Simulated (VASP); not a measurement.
Here is a VASP 6.6.1 calculation.

The input INCAR:

```
SYSTEM = F
ALGO = Normal
EDIFF = 1E-7
ENCUT = 520
GGA = PE
ISIF = 2
ISMEAR = -1
LASPH = .TRUE.
LCHARG = .FALSE.
LREAL = .FALSE.
LWAVE = .FALSE.
NBANDS = 14
NELM = 80
PREC = Accurate
SIGMA = 0.05
```

Contents of KPOINTS:

```
k-points
0
G
  13 13 13
  0 0 0
```

File POSCAR:

```
F
1.0
    0.0000000000      2.0557365932      2.0557365932
    2.0557365932      0.0000000000      2.0557365932
    2.0557365932      2.0557365932      0.0000000000
F
2
Direct
   -0.1250000000     -0.1250000000     -0.1250000000
    0.1250000000      0.1250000000      0.1250000000
```

Potentials or basis: VASP PAW PBE potentials, release 64 (F).

Run with:

```console
$ cat potpaw_PBE.64/F/POTCAR > POTCAR
$ mpirun -np 1 vasp_std > vasp.out
```

(1) Predict the band gap on the k mesh.

(2) Predict the pressure.

Answers

(1) zero (band 7 reaches 0.90 eV, above the bottom of band 8 at -1.36 eV).

(2) 71.6 GPa.
